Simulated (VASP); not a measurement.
# Cu3N (Pm-3m) in VASP: further runs, part 2 of 2

VASP 6.6.1. Earlier steps stand in the parts before.

## 5. Single point, PBE+D4

File INCAR:

```
PREC = Accurate
ENCUT = 600
EDIFF = 1E-6
ISMEAR = -1
SIGMA = 0.02
LREAL = False
LASPH = True
NELM = 120
ALGO = Normal
ISIF = 2
LWAVE = False
LCHARG = False
GGA = PE
IVDW = 13
NBANDS = 27
GGA_COMPAT = False
```

File KPOINTS:

```
regular mesh
0
Gamma
  4 4 4
```

File POSCAR:

```
Cu3N
1.0
    3.7893700817      0.0000000000      0.0000000000
    0.0000000000      3.7893700817      0.0000000000
    0.0000000000      0.0000000000      3.7893700817
Cu N
3 1
Direct
    0.5000000000      0.0000000000      0.0000000000
    0.0000000000      0.5000000000      0.0000000000
    0.0000000000      0.0000000000      0.5000000000
    0.0000000000      0.0000000000      0.0000000000
```

Potentials or basis: VASP PAW PBE potentials, release 64 (Cu, N).

Launch:

```console
> cat potpaw_PBE.64/Cu/POTCAR potpaw_PBE.64/N/POTCAR > POTCAR
> mpirun -np 1 vasp_std > vasp.out
```

OUTCAR:

```text
PREC = Accurate
   ENCUT = 600
   EDIFF = 1E-6
   ISMEAR = -1
   LREAL = False
   LASPH = True
   NELM = 120
   ISIF = 2
   GGA = PE
   IVDW = 13

 ion  position               nearest neighbor table
   1  0.500  0.000  0.000-   4 1.89   4 1.89   2 2.68   3 2.68   2 2.68   2 2.68   3 2.68   3 2.68
                             3 2.68   2 2.68
   2  0.000  0.500  0.000-   4 1.89   4 1.89   1 2.68   3 2.68   1 2.68   3 2.68   3 2.68   3 2.68
                             1 2.68   1 2.68
   3  0.000  0.000  0.500-   4 1.89   4 1.89   1 2.68   1 2.68   2 2.68   2 2.68   2 2.68   2 2.68
                             1 2.68   1 2.68
   4  0.000  0.000  0.000-   1 1.89   2 1.89   3 1.89   3 1.89   2 1.89   1 1.89

  LATTYP: Found a simple cubic cell.
 ALAT       =     3.7893700817

  Lattice vectors:

 A1 = (   3.7893700817,   0.0000000000,   0.0000000000)
 A2 = (   0.0000000000,   3.7893700817,   0.0000000000)
 A3 = (   0.0000000000,   0.0000000000,   3.7893700817)

Analysis of symmetry for initial positions (statically):
=====================================================================
 Subroutine PRICEL returns:
 Original cell was already a primitive cell.

 Routine SETGRP: Setting up the symmetry group for a
 simple cubic supercell.

 Subroutine GETGRP returns: Found 48 space group operations
 (whereof 48 operations were pure point group operations)
 out of a pool of 48 trial point group operations.

The static configuration has the point symmetry O_h .

Analysis of symmetry for dynamics (positions and initial velocities):
=====================================================================
 Subroutine PRICEL returns:
 Original cell was already a primitive cell.

 Routine SETGRP: Setting up the symmetry group for a
 simple cubic supercell.

 Subroutine GETGRP returns: Found 48 space group operations
 (whereof 48 operations were pure point group operations)
 out of a pool of 48 trial point group operations.

The dynamic configuration has the point symmetry O_h .

 Subroutine INISYM returns: Found 48 space group operations
 (whereof 48 operations are pure point group operations),
 and found     1 'primitive' translations

----------------------------------------------------------------------------------------

                                     Primitive cell

  volume of cell :      54.4128

  direct lattice vectors                    reciprocal lattice vectors
     3.789370082  0.000000000  0.000000000     0.263896104  0.000000000  0.000000000
     0.000000000  3.789370082  0.000000000     0.000000000  0.263896104  0.000000000
     0.000000000  0.000000000  3.789370082     0.000000000  0.000000000  0.263896104

  length of vectors
     3.789370082  3.789370082  3.789370082     0.263896104  0.263896104  0.263896104

  position of ions in fractional coordinates (direct lattice)
     0.500000000  0.000000000  0.000000000
     0.000000000  0.500000000  0.000000000
     0.000000000  0.000000000  0.500000000
     0.000000000  0.000000000  0.000000000

  ion indices of the primitive-cell ions
   primitive index   ion index
                 1           1
                 2           2
                 3           3
                 4           4

[... 26 lines left out ...]
 Following reciprocal coordinates:
            Coordinates               Weight
  0.000000  0.000000  0.000000      1.000000
  0.250000  0.000000  0.000000      6.000000
  0.500000  0.000000  0.000000      3.000000
  0.250000  0.250000  0.000000     12.000000
  0.500000  0.250000  0.000000     12.000000
  0.500000  0.500000  0.000000      3.000000
  0.250000  0.250000  0.250000      8.000000
  0.500000  0.250000  0.250000     12.000000
  0.500000  0.500000  0.250000      6.000000
  0.500000  0.500000  0.500000      1.000000
   k-points           NKPTS =     10   k-points in BZ     NKDIM =     10   number of bands    NBANDS=     27
   number of dos      NEDOS =    301   number of ions     NIONS =      4
   total plane-waves  NPLWV =  27000
   dimension x,y,z NGX =    30 NGY =   30 NGZ =   30
   dimension x,y,z NGXF=    60 NGYF=   60 NGZF=   60
   ions per type =               3   1
   NGX,Y,Z   is equivalent  to a cutoff of  13.16, 13.16, 13.16 a.u.
   NGXF,Y,Z  is equivalent  to a cutoff of  26.32, 26.32, 26.32 a.u.
 SYSTEM =  unknown system
   PREC   = accura    normal or accurate (medium, high low for compatibility)
   ISTART =      0    job   : 0-new  1-cont  2-samecut
   ICHARG =      2    charge: 1-file 2-atom 10-const
   ISPIN  =      1    spin polarized calculation?
   LNONCOLLINEAR =      F non collinear calculations
   LSORBIT =      F    spin-orbit coupling
   LASPH  =      T    aspherical Exc in radial PAW
   ENCUT  =  600.0 eV  44.10 Ry    6.64 a.u.   7.57  7.57  7.57*2*pi/ulx,y,z
   NELM   =    120;   NELMIN=  2; NELMDL= -5     # of ELM steps
   EDIFF  = 0.1E-05   stopping-criterion for ELM
   LREAL  =      F    real-space projection
   EDIFFG = 0.1E-04   stopping-criterion for IOM
   NSW    =      0    number of steps for IOM
   IBRION =     -1    ionic relax: 0-MD 1-quasi-New 2-CG
   NFREE  =      0    steps in history (QN), initial steepest desc. (CG)
   ISIF   =      2    stress and relaxation
   ISYM   =      2    0-nonsym 1-usesym 2-fastsym
   POTIM  = 0.5000    time-step for ionic-motion
   TEBEG  =    0.0;   TEEND  =   0.0 temperature during run
   PSTRESS=    0.0 pullay stress
   NELECT =      38.0000    total number of electrons
   NUPDOWN=      -1.0000    fix difference up-down
   EMIN   =  10.00;   EMAX   =-10.00  energy-range for DOS
   EFERMI =   0.00;   METHOD = LEGACY
   ISMEAR =    -1;   SIGMA  =   0.02  broadening in eV -4-tet -1-fermi 0-gaus
   EFERMI_NEDOS =   21; number of points for ismear=-14 and -15
   IALGO  =     38    algorithm
   IMIX   =      4    mixing-type and parameters
     AMIX     =   0.40;   BMIX     =  1.00
     AMIX_MAG =   1.60;   BMIX_MAG =  1.00
  volume/ion in A,a.u.               =      13.60        91.80
  Fermi-wavevector in a.u.,A,eV,Ry     =   1.452454  2.744740 28.703152  2.109622
  Thomas-Fermi vector in A             =   2.569834
   LORBIT       =      0    0 simple, 1 ext, 2 COOP (PROOUT), +10 PAW based schemes
   GGA     = PE    functional components
   LHFCALC =     F    Hartree Fock is set to
   AEXX    =    0.0000 exact exchange contribution
   IVDW    =    13    specifies the selected vdW correction
   LEPSILON=     F    determine dielectric tensor
   LRPA    =     F    only Hartree local field effects (RPA)
 non-spin polarized calculation
  energy-cutoff  :      600.00
  volume of cell :       54.41
 maximum number of plane-waves:      1856
   NGX = 15   NGY = 15   NGZ = 15

 number of electron      37.9999988 magnetization

 Free energy of the ion-electron system (eV)
  ---------------------------------------------------
  ext. energy  EPLUGINS =         0.00000000
  ---------------------------------------------------
  free energy    TOTEN  =       -18.30498791 eV

  energy without entropy =      -18.30424417  energy(sigma->0) =      -18.30461604

 E-fermi :   5.2253     XC(G=0): -10.8861

 val. band max:        5.1663969083   @ k =   0.5000   0.5000   0.5000
 cond. band min:       5.2842282452   @ k =   0.5000   0.5000   0.0000
 fundamental gap:      0.1178313369
 Fermi energy:         5.2253125028

 k-point     1 :       0.0000    0.0000    0.0000
  band No.  band energies     occupation
      1     -11.8371      2.00000
      2      -0.2237      2.00000
      3       0.2880      2.00000
      4       0.2880      2.00000
      5       0.2880      2.00000
      6       1.1960      2.00000
[... 289 lines left out ...]
     26      13.3026      0.00000
     27      16.0024      0.00000

------------------------ aborting loop because EDIFF is reached ----------------------------------------

  DFT-D4 for vdW energy calculation

  Edisp (eV):   -1.45816

  FORCE on cell =-STRESS in cart. coord.  units (eV):
  Direction    XX          YY          ZZ          XY          YZ          ZX
  --------------------------------------------------------------------------------------
  -------------------------------------------------------------------------------------
  Total       0.37024     0.37024     0.37024     0.00000     0.00000    -0.00000
  in kB      10.90154    10.90154    10.90154     0.00000     0.00000    -0.00000
  external pressure =       10.90 kB  Pullay stress =        0.00 kB

 VOLUME and BASIS-vectors are now :
 -----------------------------------------------------------------------------
  energy-cutoff  :      600.00
  volume of cell :       54.41
      direct lattice vectors                 reciprocal lattice vectors
     3.789370082  0.000000000  0.000000000     0.263896104  0.000000000  0.000000000
     0.000000000  3.789370082  0.000000000     0.000000000  0.263896104  0.000000000
     0.000000000  0.000000000  3.789370082     0.000000000  0.000000000  0.263896104

 POSITION                                       TOTAL-FORCE (eV/Angst)
 -----------------------------------------------------------------------------------
      1.89469      0.00000      0.00000         0.000000      0.000000      0.000000
      0.00000      1.89469      0.00000         0.000000      0.000000      0.000000
      0.00000      0.00000      1.89469         0.000000      0.000000      0.000000
      0.00000      0.00000      0.00000         0.000000      0.000000      0.000000
 -----------------------------------------------------------------------------------
    total drift:                                0.000000      0.000000      0.000000

  FREE ENERGIE OF THE ION-ELECTRON SYSTEM (eV)
  ---------------------------------------------------
  free  energy   TOTEN  =       -19.7631430450 eV

  energy  without entropy=      -19.7623993054  energy(sigma->0) =      -19.76277118
```

Wall time 16 s (1 thread of Intel Xeon 8259CL, shared host); peak memory 0.17 GiB.

Results:

- Free energy: -19.7631 eV
- Pressure: 1.1 GPa
- Band gap on the k mesh: 0.12 eV (least direct gap 0.66 eV)
- Dispersion energy per atom: -0.365 eV

Levels at points of the mesh, in eV from the valence-band top:
```csv
k point,band 16,band 17,band 18,band 19,band 20,band 21,band 22,band 23
"(0.00, 0.00, 0.00)",-1.87,-1.87,-1.87,-1.84,1.05,5.34,5.34,6.61
"(0.50, 0.00, 0.00)",-2.24,-1.87,-1.44,-1.44,1.62,3.35,6.88,7.23
"(0.50, 0.50, 0.00)",-2.20,-1.10,-1.10,-0.70,0.12,3.63,4.87,4.87
"(0.50, 0.50, 0.50)",-1.92,0.00,0.00,0.00,0.73,0.73,0.73,6.11
```

Caveat: semilocal functionals underestimate gaps, and a narrow one can read as zero.

## 6. Summary

| level | k mesh | smearing | gap on the mesh (eV) | pressure (GPa) |
| --- | --- | --- | --- | --- |
| PBE | 4 × 4 × 4, shifted | fermi-dirac 0.02 eV | 2.00 | 4.2 |
| PBE | 4 × 4 × 4 | fermi-dirac 0.02 eV | 0.12 | 5.3 |
| PBE | 4 × 4 × 4 | gaussian 0.001 eV | 0.12 | 5.3 |
| PBE+D4 | 4 × 4 × 4 | fermi-dirac 0.02 eV | 0.12 | 1.1 |

Alike in all rows: task single point; potentials or basis VASP PAW PBE potentials, release 64 (Cu, N); no spin polarisation; cell as given; cutoff (eV) 600.

The pressure there spans 1.1 GPa (PBE+D4) to 5.3 GPa (PBE); a positive pressure means that this level wants a larger cell, a negative one a smaller.

Caveats: the cell stands under pressure (at least some runs); semilocal functionals underestimate gaps, and a narrow one can read as zero (at least some runs); a shifted mesh leaves out Γ, where band edges can lie (at least some runs).

Absolute energies hang on the potentials; compare differences alone.
